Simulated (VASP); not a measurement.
Al12O, 13 atoms in the cell. The cell holds a slab with vacuum, 13 atoms: a = 5.714 Å, b = 5.714 Å, c = 19.675 Å, α = 90.00°, β = 90.00°, γ = 90.00°. 

| Quantity | Value |
| --- | --- |
| Program | VASP 6.6.1 |
| Task | single point |
| Functional | PBE |
| Potentials or basis | VASP PAW PBE potentials, release 64 (Al, O) |
| Cutoff | 520 eV |
| k mesh | 5 × 5 × 1 |
| Occupations | gaussian, width 0.1 eV |
| Spin | no spin polarisation |
| Dipole correction | yes |
| Further INCAR settings | ALGO = Normal; EDIFF = 1e-06; NBANDS = 33 |

Potentials or basis: VASP PAW PBE potentials, release 64 (Al, O).

The run is started by

```console
$ cat potpaw_PBE.64/Al/POTCAR potpaw_PBE.64/O/POTCAR > POTCAR
$ mpirun -np 1 vasp_std > vasp.out
```

Hardware: 1 thread of AMD EPYC 7R43 64-Core Processor (Zen 3), with other jobs on the host.

Estimate the wall time of this run.

Wall time 5.6 min on 1 thread of AMD EPYC 7R43 64-Core Processor (Zen 3), with other jobs on the host, peak memory 0.57 GiB. Counts: scf iterations 27, k points 9.
